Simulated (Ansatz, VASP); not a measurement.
One calculation of NaH, two programs

```xyz
2
Lattice="-0.0117 2.3397 2.3397 2.3397 -0.0117 2.3397 2.3397 2.3397 -0.0117" Properties=species:S:1:pos:R:3 pbc="T T T"
Na    0.0000    0.0000    0.0000
H     2.3338    2.3338    2.3338
```

Change from the starting cell: equal xy, yz and zx engineering shears of -0.5 %.

Alike in both runs: functional LDA; k mesh 8 × 8 × 8; no spin polarisation.

Ansatz relaxed the structure, and its values are those at the end. VASP's run is a single point on that final structure, the one shown.

```csv
,VASP,Ansatz
version,VASP 6.6.1,Ansatz 0.2.0
potentials or method,"VASP PAW LDA potentials, release 64 (Na_pv, H), cutoff 520 eV","all-electron LAPW, scalar-relativistic"
occupations,"gaussian, width 0.01 eV",fixed
```

Ansatz gave:

| Quantity | Value |
| --- | --- |
| gap on the k mesh at the Fermi level (eV) | 3.53 |
| pressure (GPa) | 0.0 |

Estimate VASP's values.

gap on the k mesh at the Fermi level (eV): 3.53; pressure (GPa): -0.1.

LDA's correlation is that of Perdew and Zunger in VASP and of Perdew and Wang (1992) in Ansatz. Ansatz ran all-electron here, and VASP with PAW potentials.
